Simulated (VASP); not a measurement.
# Cu (I4/mmm) in VASP: notebook

Runs on Cu. Level: PBE. Tasks: single point.

All numbers are computed with VASP 6.6.1; they aren't measurements. Logs are shortened: lines on timing, memory, paths and dates and some standing lists are left out, and cuts for length are marked.

### 1 The cell of the first run

The structure is tetragonal, space group I4/mmm (No. 139). The conventional cell has a = 2.837 Å, b = 2.837 Å, c = 2.706 Å, α = 90.00°, β = 90.00°, γ = 90.00°. Cu (site symmetry 4/mmm) has 14 Cu at 2.42 to 2.84 Å within 3.2 Å.

### 2 Single point, PBE

The input, INCAR:

```
SYSTEM = Cu
  ALGO = Normal
  EDIFF = 1E-6
  ENCUT = 600
  GGA = PE
  GGA_COMPAT = .FALSE.
  ISIF = 2
  ISMEAR = -1
  LASPH = .TRUE.
  LCHARG = .FALSE.
  LREAL = .FALSE.
  LWAVE = .FALSE.
  NBANDS = 12
  NELM = 120
  PREC = Accurate
  SIGMA = 0.02
```

The input, KPOINTS:

```
k-points
0
G
  11 11 11
  0 0 0
```

The input, POSCAR:

```
Cu
1.0
   -1.4183410376      1.4183410376      1.3527717645
    1.4183410376     -1.4183410376      1.3527717645
    1.4183410376      1.4183410376     -1.3527717645
Cu
1
Direct
    0.0000000000      0.0000000000      0.0000000000
```

Potentials or basis: VASP PAW PBE potentials, release 64 (Cu).

On the command line:

```sh
$ cat potpaw_PBE.64/Cu/POTCAR > POTCAR
$ mpirun -np 1 vasp_std > vasp.out
```

OUTCAR:

```text
SYSTEM = Cu
   EDIFF = 1E-6
   ENCUT = 600
   GGA = PE
   ISIF = 2
   ISMEAR = -1
   LASPH = .TRUE.
   LREAL = .FALSE.
   NELM = 120
   PREC = Accurate

 ion  position               nearest neighbor table
   1  0.000  0.000  0.000-

  LATTYP: Found a body centered tetragonal cell.
 ALAT       =     2.8366820752
 C/A-ratio  =     0.9537704463

  Lattice vectors:

 A1 = (  -1.4183410376,   1.4183410376,   1.3527717645)
 A2 = (   1.4183410376,  -1.4183410376,   1.3527717645)
 A3 = (   1.4183410376,   1.4183410376,  -1.3527717645)

Analysis of symmetry for initial positions (statically):
=====================================================================
 Subroutine PRICEL returns:
 Original cell was already a primitive cell.

 Routine SETGRP: Setting up the symmetry group for a
 body centered tetragonal supercell.

 Subroutine GETGRP returns: Found 16 space group operations
 (whereof 16 operations were pure point group operations)
 out of a pool of 16 trial point group operations.

The static configuration has the point symmetry D_4h.

Analysis of symmetry for dynamics (positions and initial velocities):
=====================================================================
 Subroutine PRICEL returns:
 Original cell was already a primitive cell.

 Routine SETGRP: Setting up the symmetry group for a
 body centered tetragonal supercell.

 Subroutine GETGRP returns: Found 16 space group operations
 (whereof 16 operations were pure point group operations)
 out of a pool of 16 trial point group operations.

The dynamic configuration has the point symmetry D_4h.

 Subroutine INISYM returns: Found 16 space group operations
 (whereof 16 operations are pure point group operations),
 and found     1 'primitive' translations

----------------------------------------------------------------------------------------

                                     Primitive cell

  volume of cell :      10.8854

  direct lattice vectors                    reciprocal lattice vectors
    -1.418341038  1.418341038  1.352771764     0.000000000  0.352524525  0.369611499
     1.418341038 -1.418341038  1.352771764     0.352524525  0.000000000  0.369611499
     1.418341038  1.418341038 -1.352771764     0.352524525  0.352524525  0.000000000

  length of vectors
     2.419374722  2.419374722  2.419374722     0.510770204  0.510770204  0.498544964

  position of ions in fractional coordinates (direct lattice)
[... 83 lines left out ...]
   ISIF   =      2    stress and relaxation
   ISYM   =      2    0-nonsym 1-usesym 2-fastsym
   POTIM  = 0.5000    time-step for ionic-motion
   TEBEG  =    0.0;   TEEND  =   0.0 temperature during run
   PSTRESS=    0.0 pullay stress
   NELECT =      11.0000    total number of electrons
   NUPDOWN=      -1.0000    fix difference up-down
   EMIN   =  10.00;   EMAX   =-10.00  energy-range for DOS
   EFERMI =   0.00;   METHOD = LEGACY
   ISMEAR =    -1;   SIGMA  =   0.02  broadening in eV -4-tet -1-fermi 0-gaus
   EFERMI_NEDOS =   21; number of points for ismear=-14 and -15
   IALGO  =     38    algorithm
   IMIX   =      4    mixing-type and parameters
     AMIX     =   0.40;   BMIX     =  1.00
     AMIX_MAG =   1.60;   BMIX_MAG =  1.00
  volume/ion in A,a.u.               =      10.89        73.46
  Fermi-wavevector in a.u.,A,eV,Ry     =   1.642822  3.104483 36.720264  2.698863
  Thomas-Fermi vector in A             =   2.733060
   LORBIT       =      0    0 simple, 1 ext, 2 COOP (PROOUT), +10 PAW based schemes
   GGA     = PE    functional components
   LHFCALC =     F    Hartree Fock is set to
   AEXX    =    0.0000 exact exchange contribution
   IVDW    =     0    specifies the selected vdW correction
   LEPSILON=     F    determine dielectric tensor
   LRPA    =     F    only Hartree local field effects (RPA)
 non-spin polarized calculation
  energy-cutoff  :      600.00
  volume of cell :       10.89
 maximum number of plane-waves:       376
   NGX =  9   NGY =  9   NGZ =  9

 number of electron      11.0000002 magnetization

 Free energy of the ion-electron system (eV)
  ---------------------------------------------------
  ext. energy  EPLUGINS =         0.00000000
  ---------------------------------------------------
  free energy    TOTEN  =        -3.63845663 eV

  energy without entropy =       -3.63778675  energy(sigma->0) =       -3.63812169

 E-fermi :   8.5905     XC(G=0): -13.2060

 val. band max:        8.5686705962   @ k =  -0.1818   0.4545   0.0909
 cond. band min:       8.5990116341   @ k =  -0.2727   0.4545   0.0909
 fundamental gap:      0.0303410379
 Fermi energy:         8.5905119808

 k-point     1 :       0.0000    0.0000    0.0000
  band No.  band energies     occupation
      1      -1.3427      2.00000
      2       5.1511      2.00000
      3       5.3584      2.00000
      4       5.3584      2.00000
      5       6.2951      2.00000
      6       6.5246      2.00000
      7      34.0177      0.00000
      8      34.0177      0.00000
      9      35.2828      0.00000
     10      38.4067      0.00000
     11      38.8006      0.00000
     12      38.8006      0.00000
[... 331 lines left out ...]
 k-point    24 :      -0.1818    0.1818    0.0000
  band No.  band energies     occupation
      1      -0.0751      2.00000
      2       5.1375      2.00000
      3       5.1458      2.00000
      4       5.8526      2.00000
      5       6.1236      2.00000
      6       6.5042      2.00000
      7      25.9031      0.00000
      8      31.9380      0.00000
      9      33.6070      0.00000
     10      33.8488      0.00000
     11      35.7742      0.00000
     12      36.9916      0.00000

 [... further k-points ...]

------------------------ aborting loop because EDIFF is reached ----------------------------------------

  FORCE on cell =-STRESS in cart. coord.  units (eV):
  Direction    XX          YY          ZZ          XY          YZ          ZX
  --------------------------------------------------------------------------------------
  -------------------------------------------------------------------------------------
  Total        1.2500767      1.2500767      1.2202525      0.0000000      0.0000000     -0.0000000
  in kB      183.9930381    183.9930381    179.6033487      0.0000000      0.0000000     -0.0000000
  external PRESSURE =     182.5298083 kB  Pullay stress =       0.0000000 kB

 VOLUME and BASIS-vectors are now :
 -----------------------------------------------------------------------------
  energy-cutoff  :      600.00
  volume of cell :       10.89
      direct lattice vectors                 reciprocal lattice vectors
    -1.418341038  1.418341038  1.352771764     0.000000000  0.352524525  0.369611499
     1.418341038 -1.418341038  1.352771764     0.352524525  0.000000000  0.369611499
     1.418341038  1.418341038 -1.352771764     0.352524525  0.352524525  0.000000000

 POSITION                                       TOTAL-FORCE (eV/Angst)
 -----------------------------------------------------------------------------------
      0.00000      0.00000      0.00000        -0.000000     -0.000000      0.000000
 -----------------------------------------------------------------------------------
    total drift:                                0.000000     -0.000000      0.000000

  FREE ENERGIE OF THE ION-ELECTRON SYSTEM (eV)
  ---------------------------------------------------
  free  energy   TOTEN  =        -3.6384566349 eV

  energy  without entropy=       -3.6377867473  energy(sigma->0) =       -3.63812169
```

stdout:

```text
POSCAR found type information on POSCAR Cu
 POSCAR found :  1 types and       1 ions
 scaLAPACK will be used
 LDA part: xc-table for (Slater+PW92), standard interpolation
 POSCAR, INCAR and KPOINTS ok, starting setup
 FFT: planning ... GRIDC
 FFT: planning ... GRID_SOFT
 FFT: planning ... GRID
 WAVECAR not read
 entering main loop
```

Run time: 10 s. Hardware: 1 thread of Intel Xeon Platinum 8559C (Emerald Rapids), shared host; peak memory 0.13 GiB.

Results:

- Free energy: -3.6385 eV
- Pressure: 18.3 GPa
- Band gap on the k mesh: zero (an odd number of electrons rules out a gap without spin polarisation)

Stress tensor (GPa, compression positive):
```
18.40  0.00  0.00
 0.00 18.40  0.00
 0.00  0.00 17.96
```

Caveat: the cell stands under pressure.

### 3 Single point, PBE

This run uses another cell than the first one, of 11.23 Å³/atom.

The input, INCAR:

```
PREC     = Accurate       # precision mode
ENCUT    = 600            # plane-wave cutoff, eV
EDIFF    = 1E-6           # SCF threshold, eV
ISMEAR   = -1             # smearing method
SIGMA    = 0.02           # smearing width, eV
LREAL    = F              # projectors in reciprocal space
LASPH    = T              # aspherical terms in the spheres
NELM     = 120            # most SCF steps
ALGO     = Normal         # electronic algorithm
ISIF     = 2              # what is computed and relaxed
LWAVE    = F              # write WAVECAR
LCHARG   = F              # write CHGCAR
GGA      = PE             # functional
NBANDS   = 12             # bands
GGA_COMPAT= F
```

The input, KPOINTS:

```
Automatic mesh
0
Gamma
  11 11 11
```

The input, POSCAR:

```
Cu
1.0
   -1.4331164868      1.4331164868      1.3668641512
    1.4331164868     -1.4331164868      1.3668641512
    1.4331164868      1.4331164868     -1.3668641512
Cu
1
Direct
    0.0000000000      0.0000000000      0.0000000000
```

Potentials or basis: VASP PAW PBE potentials, release 64 (Cu).

On the command line:

```sh
$ cat potpaw_PBE.64/Cu/POTCAR > POTCAR
$ mpirun -np 1 vasp_std > vasp.out
```

It took 10 s on 1 thread of Intel Xeon Platinum 8559C (Emerald Rapids), shared host; peak memory 0.13 GiB.

It converged, with:

| Item | Value |
| --- | --- |
| Free energy | -3.6706 eV |
| Pressure | 11.8 GPa |
| Band gap on the k mesh | zero (an odd number of electrons rules out a gap without spin polarisation) |

Stress tensor (GPa, compression positive):
```
12.04  0.00  0.00
 0.00 12.04  0.00
 0.00  0.00 11.40
```

Levels at points of the mesh, in eV from the Fermi level:
| k point | band 3 | band 4 | band 5 | band 6 | band 7 | band 8 | band 9 | band 10 |
| --- | --- | --- | --- | --- | --- | --- | --- | --- |
| (0.00, 0.00, 0.00) | -3.12 | -3.12 | -2.23 | -2.01 | 25.13 | 25.13 | 26.38 | 29.33 |

Caveat: the cell stands under pressure.

### 4 Single point, PBE

This run uses another cell than the first one, of 11.57 Å³/atom.

The input, INCAR:

```
PREC = Accurate
ENCUT = 600
EDIFF = 1E-6
ISMEAR = -1
SIGMA = 0.02
LREAL = False
LASPH = True
NELM = 120
ALGO = Normal
ISIF = 2
LWAVE = False
LCHARG = False
GGA = PE
NBANDS = 12
GGA_COMPAT = False
```

The input, KPOINTS:

```
regular mesh
0
Gamma
  11 11 11
```

The input, POSCAR:

```
Cu
1.0
   -1.4475933907      1.4475933907      1.3806717944
    1.4475933907     -1.4475933907      1.3806717944
    1.4475933907      1.4475933907     -1.3806717944
Cu
1
Direct
    0.0000000000      0.0000000000      0.0000000000
```

On the command line:

```sh
$ cat potpaw_PBE.64/Cu/POTCAR > POTCAR
$ mpirun -np 1 vasp_std > vasp.out
```

It took 12 s on 1 thread of Intel Xeon Platinum 8559C (Emerald Rapids), shared host; peak memory 0.13 GiB.

It converged, with:

```
Free energy            : -3.6900 eV
Pressure               : 6.4 GPa
Band gap on the k mesh : zero (an odd number of electrons rules out a gap without spin polarisation)
```

Stress tensor (GPa, compression positive):
```
6.71 0.00 0.00
0.00 6.71 0.00
0.00 0.00 5.87
```

Levels at points of the mesh, in eV from the Fermi level:
```
           k point  band 3  band 4  band 5  band 6  band 7  band 8  band 9  band 10
(0.00, 0.00, 0.00)   -3.02   -3.02   -2.16   -1.95   24.84   24.84   26.08    28.78
```

Caveat: the cell stands under pressure.

### 5 Single point, PBE

This run uses another cell than the first one, of 11.92 Å³/atom.

The input, INCAR:

```
SYSTEM = Cu
ALGO     = Normal         ! electronic algorithm
EDIFF    = 1E-6           ! SCF threshold, eV
ENCUT    = 600            ! plane-wave cutoff, eV
GGA      = PE             ! functional
GGA_COMPAT= .False.      
ISIF     = 2              ! what is computed and relaxed
ISMEAR   = -1             ! smearing method
LASPH    = .True.         ! aspherical terms in the spheres
LCHARG   = .False.        ! write CHGCAR
LREAL    = .False.        ! projectors in reciprocal space
LWAVE    = .False.        ! write WAVECAR
NBANDS   = 12             ! bands
NELM     = 120            ! most SCF steps
PREC     = Accurate       ! precision mode
SIGMA    = 0.02           ! smearing width, eV
```

The input, KPOINTS:

```
k-points
0
Gamma
  11 11 11
  0 0 0
```

The input, POSCAR:

```
Cu
1.0
   -1.4617863878      1.4617863878      1.3942086556
    1.4617863878     -1.4617863878      1.3942086556
    1.4617863878      1.4617863878     -1.3942086556
Cu
1
Direct
    0.0000000000      0.0000000000      0.0000000000
```

On the command line:

```sh
$ cat potpaw_PBE.64/Cu/POTCAR > POTCAR
$ mpirun -np 1 vasp_std > vasp.out
```

Wall time 10 s (1 thread of Intel Xeon Platinum 8559C (Emerald Rapids), shared host); peak memory 0.13 GiB.

The run converged. Its results:

- Free energy: -3.6988 eV
- Pressure: 1.9 GPa
- Band gap on the k mesh: zero (an odd number of electrons rules out a gap without spin polarisation)

Stress tensor (GPa, compression positive):
```
2.26 0.00 0.00
0.00 2.26 0.00
0.00 0.00 1.20
```

Levels at points of the mesh, in eV from the Fermi level:
```
           k point  band 2  band 3  band 4  band 5  band 6  band 7  band 8  band 9  band 10  band 11
(0.00, 0.00, 0.00)   -3.11   -2.93   -2.93   -2.11   -1.91   24.54   24.54   25.78    28.12    28.12
```

### 6 Single point, PBE

This run uses another cell than the first one, of 12.26 Å³/atom.

The input, INCAR:

```
PREC = Accurate
ENCUT = 600
EDIFF = 1E-6
ISMEAR = -1
SIGMA = 0.02
LREAL = F
LASPH = T
NELM = 120
ALGO = Normal
ISIF = 2
LWAVE = F
LCHARG = F
GGA = PE
NBANDS = 12
GGA_COMPAT = F
```

The input, KPOINTS:

```
Automatic mesh
0
Gamma
  11 11 11
```

The input, POSCAR:

```
Cu
1.0
   -1.4757090009      1.4757090009      1.4074876325
    1.4757090009     -1.4757090009      1.4074876325
    1.4757090009      1.4757090009     -1.4074876325
Cu
1
Direct
    0.0000000000      0.0000000000      0.0000000000
```

Potentials or basis: VASP PAW PBE potentials, release 64 (Cu).

On the command line:

```sh
$ cat potpaw_PBE.64/Cu/POTCAR > POTCAR
$ mpirun -np 1 vasp_std > vasp.out
```

OUTCAR:

```text
PREC = Accurate
   ENCUT = 600
   EDIFF = 1E-6
   ISMEAR = -1
   LREAL = F
   LASPH = T
   NELM = 120
   ISIF = 2
   GGA = PE

 ion  position               nearest neighbor table
   1  0.000  0.000  0.000-

  LATTYP: Found a body centered tetragonal cell.
 ALAT       =     2.9514180018
 C/A-ratio  =     0.9537704464

  Lattice vectors:

 A1 = (  -1.4757090009,   1.4757090009,   1.4074876325)
 A2 = (   1.4757090009,  -1.4757090009,   1.4074876325)
[... 537 lines left out ...]
     11      32.2760      0.00000
     12      33.4739      0.00000

 [... further k-points ...]

------------------------ aborting loop because EDIFF is reached ----------------------------------------

  FORCE on cell =-STRESS in cart. coord.  units (eV):
  Direction    XX          YY          ZZ          XY          YZ          ZX
  --------------------------------------------------------------------------------------
  -------------------------------------------------------------------------------------
  Total       -0.1145609     -0.1145609     -0.2077056      0.0000000      0.0000000      0.0000000
  in kB      -14.9706566    -14.9706566    -27.1426818      0.0000000      0.0000000      0.0000000
  external PRESSURE =     -19.0279983 kB  Pullay stress =       0.0000000 kB

 VOLUME and BASIS-vectors are now :
 -----------------------------------------------------------------------------
  energy-cutoff  :      600.00
  volume of cell :       12.26
      direct lattice vectors                 reciprocal lattice vectors
    -1.475709001  1.475709001  1.407487633     0.000000000  0.338820187  0.355242908
     1.475709001 -1.475709001  1.407487633     0.338820187  0.000000000  0.355242908
     1.475709001  1.475709001 -1.407487633     0.338820187  0.338820187  0.000000000

 POSITION                                       TOTAL-FORCE (eV/Angst)
 -----------------------------------------------------------------------------------
      0.00000      0.00000      0.00000         0.000000     -0.000000      0.000000
 -----------------------------------------------------------------------------------
    total drift:                                0.000000     -0.000000      0.000000

  FREE ENERGIE OF THE ION-ELECTRON SYSTEM (eV)
  ---------------------------------------------------
  free  energy   TOTEN  =        -3.6987135583 eV

  energy  without entropy=       -3.6980892297  energy(sigma->0) =       -3.69840139
```

stdout:

```text
POSCAR found type information on POSCAR Cu
 POSCAR found :  1 types and       1 ions
 scaLAPACK will be used
 LDA part: xc-table for (Slater+PW92), standard interpolation
 POSCAR, INCAR and KPOINTS ok, starting setup
 FFT: planning ... GRIDC
 FFT: planning ... GRID_SOFT
 FFT: planning ... GRID
 WAVECAR not read
 entering main loop
```

It took 11 s on 1 thread of Intel Xeon Platinum 8559C (Emerald Rapids), shared host; peak memory 0.14 GiB.

Results:

* Free energy: -3.6987 eV
* Pressure: -1.9 GPa
* Band gap on the k mesh: zero (an odd number of electrons rules out a gap without spin polarisation)

Stress tensor (GPa, compression positive):
```
-1.50  0.00  0.00
 0.00 -1.50  0.00
 0.00  0.00 -2.71
```

Levels at points of the mesh, in eV from the Fermi level:
```tsv
k point	band 3	band 4	band 5	band 6	band 7	band 8	band 9	band 10
(0.00, 0.00, 0.00)	-2.84	-2.84	-2.06	-1.86	24.26	24.26	25.49	27.49
```

### 7 Overview

| cell | gap on the mesh (eV) | pressure (GPa) |
| --- | --- | --- |
| a = 2.419 Å, angles 108.2, 108.2, 112.0°, 1 atom | none | 18.3 |
| a = 2.445 Å, angles 108.2, 108.2, 112.0°, 1 atom | none | 11.8 |
| a = 2.469 Å, angles 108.2, 108.2, 112.0°, 1 atom | none | 6.4 |
| a = 2.493 Å, angles 108.2, 108.2, 112.0°, 1 atom | none | 1.9 |
| a = 2.517 Å, angles 108.2, 108.2, 112.0°, 1 atom | none | -1.9 |

Alike in all rows: task single point; level PBE; potentials or basis VASP PAW PBE potentials, release 64 (Cu); no spin polarisation; k mesh 11 × 11 × 11; cutoff (eV) 600; smearing fermi-dirac 0.02 eV.

Caveats: the cell stands under pressure (at least some runs).

Absolute energies hang on the potentials; compare differences alone.
